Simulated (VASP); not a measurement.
# Sn (P6_3/mmc) in VASP: further runs, part 3 of 3

VASP 6.6.1. The steps go on from the part before.

## (4) Single point, revPBE (31.86 Å³/atom)

This run uses another cell than the first one, of 31.86 Å³/atom.

INCAR

```
PREC     = Accurate       # precision mode
ENCUT    = 520            # plane-wave cutoff, eV
EDIFF    = 1E-7           # SCF threshold, eV
ISMEAR   = -1             # smearing method
SIGMA    = 0.1            # smearing width, eV
LREAL    = False          # projectors in reciprocal space
LASPH    = True           # aspherical terms in the spheres
NELM     = 80             # most SCF steps
ALGO     = Normal         # electronic algorithm
ISIF     = 2              # what is computed and relaxed
LWAVE    = False          # write WAVECAR
LCHARG   = True           # write CHGCAR
GGA      = RE             # functional
LELF     = True           # ELF
LVHAR    = True         
NBANDS   = 36             # bands
```

KPOINTS

```
regular mesh
0
Gamma
  12 12 4
```

POSCAR

```
Sn
1.0
    3.5457338384      0.0000000000      0.0000000000
   -1.7728669192      3.0706955791      0.0000000000
    0.0000000000      0.0000000000     11.7062448126
Sn
4
Direct
    0.0000000000      0.0000000000      0.0000000000
    0.0000000000      0.0000000000      0.5000000000
    0.3333333333      0.6666666667      0.2500000000
    0.6666666667      0.3333333333      0.7500000000
```

Potentials or basis: VASP PAW PBE potentials, release 64 (Sn_d).

On the command line:

```console
$ cat potpaw_PBE.64/Sn_d/POTCAR > POTCAR
$ mpirun -np 1 vasp_std > vasp.out
```

OUTCAR:

```text
PREC = Accurate
   ENCUT = 520
   EDIFF = 1E-7
   ISMEAR = -1
   LREAL = False
   LASPH = True
   NELM = 80
   ISIF = 2
   GGA = RE

 ion  position               nearest neighbor table
   1  0.000  0.000  0.000-   3 3.57   4 3.57   3 3.57   4 3.57   4 3.57   3 3.57
   2  0.000  0.000  0.500-   3 3.57   4 3.57   3 3.57   4 3.57   4 3.57   3 3.57
   3  0.333  0.667  0.250-   1 3.57   2 3.57   1 3.57   2 3.57   1 3.57   2 3.57
   4  0.667  0.333  0.750-   1 3.57   2 3.57   1 3.57   2 3.57   1 3.57   2 3.57

  LATTYP: Found a hexagonal cell.
 ALAT       =     3.5457338384
 C/A-ratio  =     3.3015012819

  Lattice vectors:

 A1 = (   3.5457338384,   0.0000000000,   0.0000000000)
 A2 = (  -1.7728669192,   3.0706955791,   0.0000000000)
 A3 = (   0.0000000000,   0.0000000000,  11.7062448126)

Analysis of symmetry for initial positions (statically):
=====================================================================
 Subroutine PRICEL returns:
 Original cell was already a primitive cell.

 Routine SETGRP: Setting up the symmetry group for a
 hexagonal supercell.

 Subroutine GETGRP returns: Found 24 space group operations
[... 170 lines left out ...]

 E-fermi :   6.4335     XC(G=0):  -9.5806

 val. band max:        6.3929157259   @ k =   0.2500   0.0000   0.2500
 cond. band min:       6.4575957587   @ k =   0.2500   0.2500   0.5000
 fundamental gap:      0.0646800328
 Fermi energy:         6.4334877665

 k-point     1 :       0.0000    0.0000    0.0000
  band No.  band energies     occupation
      1     -15.1447      2.00000
      2     -15.1415      2.00000
      3     -15.1394      2.00000
      4     -15.1394      2.00000
      5     -15.1389      2.00000
      6     -15.1389      2.00000
[... 925 lines left out ...]
     35      10.6016      0.00000
     36      11.5976      0.00000

 [... further k-points ...]

------------------------ aborting loop because EDIFF is reached ----------------------------------------

  FORCE on cell =-STRESS in cart. coord.  units (eV):
  Direction    XX          YY          ZZ          XY          YZ          ZX
  --------------------------------------------------------------------------------------
  -------------------------------------------------------------------------------------
  Total       -2.9358699     -2.9358699     -2.9780244      0.0000000     -0.0000000      0.0000000
  in kB      -36.9051427    -36.9051427    -37.4350435      0.0000000     -0.0000000      0.0000000
  external PRESSURE =     -37.0817763 kB  Pullay stress =       0.0000000 kB

 VOLUME and BASIS-vectors are now :
 -----------------------------------------------------------------------------
  energy-cutoff  :      520.00
  volume of cell :      127.46
      direct lattice vectors                 reciprocal lattice vectors
     3.545733838  0.000000000  0.000000000     0.282029065  0.162829557  0.000000000
    -1.772866919  3.070695579  0.000000000     0.000000000  0.325659113  0.000000000
     0.000000000  0.000000000 11.706244813     0.000000000  0.000000000  0.085424491

 POSITION                                       TOTAL-FORCE (eV/Angst)
 -----------------------------------------------------------------------------------
      0.00000      0.00000      0.00000        -0.000000      0.000000      0.000000
      0.00000      0.00000      5.85312        -0.000000      0.000000      0.000000
     -0.00000      2.04713      2.92656        -0.000000      0.000000     -0.000000
      1.77287      1.02357      8.77968         0.000000     -0.000000      0.000000
 -----------------------------------------------------------------------------------
    total drift:                                0.000000     -0.000000      0.000000

  FREE ENERGIE OF THE ION-ELECTRON SYSTEM (eV)
  ---------------------------------------------------
  free  energy   TOTEN  =       -13.7713810687 eV

  energy  without entropy=      -13.6864621707  energy(sigma->0) =      -13.72892162
```

OSZICAR:

```text
N       E                     dE             d eps       ncg     rms          rms(c)
DAV:   1     0.546610119351E+03    0.54661E+03   -0.28127E+04  4148   0.230E+03
DAV:   2     0.607147714018E+02   -0.48590E+03   -0.47898E+03  4104   0.575E+02
DAV:   3    -0.101386994869E+02   -0.70853E+02   -0.69582E+02  4712   0.191E+02
DAV:   4    -0.136739276269E+02   -0.35352E+01   -0.35044E+01  4668   0.449E+01
DAV:   5    -0.137929908094E+02   -0.11906E+00   -0.11903E+00  5556   0.835E+00    0.205E+00
DAV:   6    -0.137755103111E+02    0.17480E-01   -0.57735E-02  4904   0.224E+00    0.112E+00
DAV:   7    -0.137712288276E+02    0.42815E-02   -0.28949E-02  4768   0.155E+00    0.179E-01
DAV:   8    -0.137713431519E+02   -0.11432E-03   -0.23836E-03  4284   0.569E-01    0.502E-02
DAV:   9    -0.137713685068E+02   -0.25355E-04   -0.18520E-04  5548   0.182E-01    0.227E-02
DAV:  10    -0.137713796068E+02   -0.11100E-04   -0.35609E-05  5588   0.736E-02    0.702E-03
DAV:  11    -0.137713809790E+02   -0.13723E-05   -0.22215E-06  5264   0.396E-02    0.173E-03
DAV:  12    -0.137713810687E+02   -0.89655E-07   -0.29539E-07  2576   0.948E-03
   1 F= -.13771381E+02 E0= -.13728922E+02  d E =-.849189E-01
```

stdout:

```text
POSCAR found type information on POSCAR Sn
 POSCAR found :  1 types and       4 ions
 scaLAPACK will be used
 -----------------------------------------------------------------------------
|                                                                             |
|                                                                             |
|     You enforced a specific xc type in the INCAR file but a different       |
|     I HOPE YOU KNOW WHAT YOU ARE DOING!                                     |
|                                                                             |
 -----------------------------------------------------------------------------

 LDA part: xc-table for (Slater+PW92), standard interpolation
 POSCAR, INCAR and KPOINTS ok, starting setup
 FFT: planning ... GRIDC
 FFT: planning ... GRID_SOFT
 FFT: planning ... GRID
 WAVECAR not read
 entering main loop
```

Run time: 4.2 min. Hardware: 1 thread of Intel Xeon Platinum 8488C (Sapphire Rapids), shared host; peak memory 0.35 GiB.

What came out:

| Quantity | Value |
| --- | --- |
| Free energy | -13.7714 eV |
| Pressure | -3.7 GPa |
| Band gap on the k mesh | zero (bands 28 and 29 overlap by 7.09 eV) |

Caveat: the cell stands under tension; the PAW data sets were made with another functional, which shifts forces and pressure a little; spin-orbit coupling is left out, which moves the levels of the heavy elements.

## (5) Summary

| cell | gap on the mesh (eV) | pressure (GPa) |
| --- | --- | --- |
| a = 3.459, b = 3.459, c = 11.421 Å, angles 90.0, 90.0, 120.0°, 4 atoms | none | -1.4 |
| a = 3.503, b = 3.503, c = 11.565 Å, angles 90.0, 90.0, 120.0°, 4 atoms | none | -2.7 |
| a = 3.546, b = 3.546, c = 11.706 Å, angles 90.0, 90.0, 120.0°, 4 atoms | none | -3.7 |

Alike in all rows: task single point; level revPBE; potentials or basis VASP PAW PBE potentials, release 64 (Sn_d); no spin polarisation; k mesh 12 × 12 × 4; cutoff (eV) 520; smearing fermi-dirac 0.1 eV.

Caveats: the PAW data sets were made with another functional, which shifts forces and pressure a little; spin-orbit coupling is left out, which moves the levels of the heavy elements; the cell stands under tension (at least some runs).

Absolute energies hang on the potentials; compare differences alone.

The gap in the log of VASP goes by the Fermi energy; the results here count the filled bands.